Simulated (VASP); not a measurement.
Wanted: the native input for a VASP 6.6.1 run.

| Item | Value |
| --- | --- |
| Task | single point |
| Functional | PBE-based screened hybrid |
| Potentials or basis | VASP PAW PBE potentials, release 64 (Sb, In_d) |
| Cutoff | 520 eV |
| k mesh | 3 × 3 × 3 |
| Occupations | fermi-dirac, width 0.05 eV |
| Spin | no spin polarisation |
| Dipole correction | no |
| Grid for exact exchange (PRECFOCK) | Normal |
| Share of exact exchange | 0.5 |
| Further INCAR settings | ALGO = Normal; EDIFF = 1e-06; NBANDS = 22 |
| Screening parameter | 0.2 1/Å |

InSb3:

```
Sb In
1.0
     4.80637    0.00000    0.00000
     0.00000    4.80637    0.00000
     0.00000    0.00000    4.80637
Sb In
3 1
Direct
  0.50000 0.50000 0.00000
  0.00000 0.50000 0.50000
  0.50000 0.00000 0.50000
  0.00000 0.00000 0.00000
```

These files were run (other wordings do the same):

POSCAR

```
InSb3
1.0
    4.8063670000      0.0000000000      0.0000000000
    0.0000000000      4.8063670000      0.0000000000
    0.0000000000      0.0000000000      4.8063670000
Sb In
3 1
Direct
    0.5000000000      0.5000000000      0.0000000000
    0.0000000000      0.5000000000      0.5000000000
    0.5000000000      0.0000000000      0.5000000000
    0.0000000000      0.0000000000      0.0000000000
```

INCAR.step1

```
PREC = Accurate
ENCUT = 520
EDIFF = 1E-5
ISMEAR = -1
SIGMA = 0.05
LREAL = F
LASPH = T
NELM = 100
ALGO = Normal
ISIF = 2
LWAVE = T
LCHARG = F
NBANDS = 22
GGA = PE
```

INCAR.step2

```
PREC = Accurate
ENCUT = 520
EDIFF = 1E-6
ISMEAR = -1
SIGMA = 0.05
LREAL = F
LASPH = T
NELM = 100
ALGO = Normal
ISIF = 2
LWAVE = F
LCHARG = F
GGA = PE
LHFCALC = T
AEXX = 0.5
HFSCREEN = 0.2
PRECFOCK = Normal
NBANDS = 22
ISTART = 1
```

KPOINTS

```
Automatic mesh
0
Gamma
  3 3 3
```

Potentials or basis: VASP PAW PBE potentials, release 64 (Sb, In_d).

Command:

```console
$ cat potpaw_PBE.64/Sb/POTCAR potpaw_PBE.64/In_d/POTCAR > POTCAR
$ cp INCAR.step1 INCAR
$ mpirun -np 1 vasp_std > vasp.out
$ cp INCAR.step2 INCAR
$ mpirun -np 1 vasp_std > vasp.out
```

Results of the run:

- Pressure: -6.3 GPa
- Band gap on the k mesh: zero (band 14 reaches 8.84 eV, above the bottom of band 15 at 6.69 eV)

Caveat: the k points lie up to 0.44 Å⁻¹ apart; the PAW data sets were made with another functional, which shifts forces and pressure a little; spin-orbit coupling is left out, which moves the levels of the heavy elements.

Run time: 6.4 min on 1 thread of Intel(R) Xeon(R) Platinum 8488C (Sapphire Rapids) (shared host), peak memory 0.32 GiB.
